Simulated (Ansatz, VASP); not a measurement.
## Two plane-wave programs on WC

File POSCAR:

```
WC
1.0
    2.9005014360      0.0000000000      0.0108768804
   -1.4502507180      2.5119079273     -0.0054384402
    0.0106087500      0.0000000000      2.8290000000
W C
1 1
Direct
    0.0000000000      0.0000000000      0.0000000000
    0.6666666667      0.3333333333      0.5000000000
```

The input INCAR.step1:

```
  ALGO = Normal
  EDIFF = 1E-4
  ENCUT = 520
  GGA = PE
  ISMEAR = 0
  LASPH = True
  LCHARG = False
  LREAL = False
  LWAVE = True
  NBANDS = 16
  NELM = 60
  PREC = Accurate
  SIGMA = 0.15
```

Contents of INCAR.step2:

```
  ALGO = Normal
  EDIFF = 1E-6
  ENCUT = 520
  ISIF = 2
  ISMEAR = 0
  ISTART = 1
  LASPH = True
  LCHARG = False
  LMIXTAU = True
  LREAL = False
  LWAVE = False
  METAGGA = R2SCAN
  NBANDS = 16
  NELM = 60
  PREC = Accurate
  SIGMA = 0.15
```

The input KPOINTS:

```
k-points
0
Gamma
  18 18 16
```

Input for Ansatz:

```yaml
crystal:
  lattice:
    - [2.900501436, 0.0, 0.0108768804]
    - [-1.450250718, 2.5119079273, -0.0054384402]
    - [0.01060875, 0.0, 2.829]
  atoms:
    - { symbol: W, position: [0.0, 0.0, 0.0] }
    - { symbol: C, position: [0.6666666667, 0.3333333333, 0.5] }
basis:
  ecutwfc: 500
kpoints:
  mp_grid: { grid: [18, 18, 16] }
hamiltonian:
  xc: r2scan
scf:
  occupations: { method: gaussian, width: 0.15 }
output:
  forces: true
  stress: true
  eigenvalues: true
```

Change from the starting cell: strain +0.0075 x Voigt [0, 0, 0, 0, 1, 0], atoms carried along.

Alike in both runs: task single point; functional r2SCAN; k mesh 18 × 18 × 16; occupations gaussian, width 0.15 eV; no spin polarisation.

```csv
,VASP,Ansatz
version,VASP 6.6.1,Ansatz 0.2.0
potentials or method,"VASP PAW PBE potentials, release 64 (W_sv, C), cutoff 520 eV","scalar-relativistic, plane waves, PAW"
valence electrons in the cell,18,18
```

|  | VASP | Ansatz | Ansatz less VASP |
| --- | --- | --- | --- |
| gap on the k mesh at the Fermi level (eV) | none | none | - |
| pressure (GPa) | 6.3 | 4.3 | -1.98 |
| traceless stress, the component that is largest in VASP (GPa) | -2.47 | -2.45 | +0.022 |

VASP's potentials were made for PBE, not for r2SCAN. A gap of «none» marks a metal or a gap that the smearing closes. With one functional, cell and mesh, what is left measures potentials, basis and numerics.

Spin-orbit coupling is off throughout.
